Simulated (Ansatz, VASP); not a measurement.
**One calculation of B5H9, two programs**

```
B H
1.0
    -3.62569    3.62569    2.67095
     3.62569   -3.62569    2.67095
     3.62569    3.62569   -2.67095
B H
5 9
Direct
  0.22897 0.22897 0.00000
  0.01899 0.19315 0.17416
  0.19315 0.01899 0.17416
  0.01899 0.84483 0.82584
  0.84483 0.01899 0.82584
  0.04438 0.38047 0.33609
  0.38047 0.04438 0.33609
  0.04438 0.70829 0.66391
  0.70829 0.04438 0.66391
  0.45028 0.45028 0.00000
  0.98243 0.98243 0.26272
  0.98243 0.71971 0.00000
  0.71971 0.71971 0.73728
  0.71971 0.98243 0.00000
```

Alike in both runs: task single point; functional r2SCAN; k mesh 6 × 6 × 6; occupations fermi-dirac, width 0.02 eV; no spin polarisation.

|  | VASP | Ansatz |
| --- | --- | --- |
| version | VASP 6.6.1 | Ansatz 0.2.0 |
| potentials or method | VASP PAW PBE potentials, release 64 (B, H), cutoff 520 eV | PAW plane waves |
| valence electrons in the cell | 24 | 24 |

```csv
,VASP,Ansatz,Ansatz less VASP
gap on the k mesh at the Fermi level (eV),6.13,6.13,-0.002
pressure (GPa),0.0,0.0,-0.02
rms of the force components (eV/Å),0.012,0.000,-0.0118
```

VASP's potentials were made for PBE, not for r2SCAN. Atom by atom the forces differ by 0.012 eV/Å (rms over components).
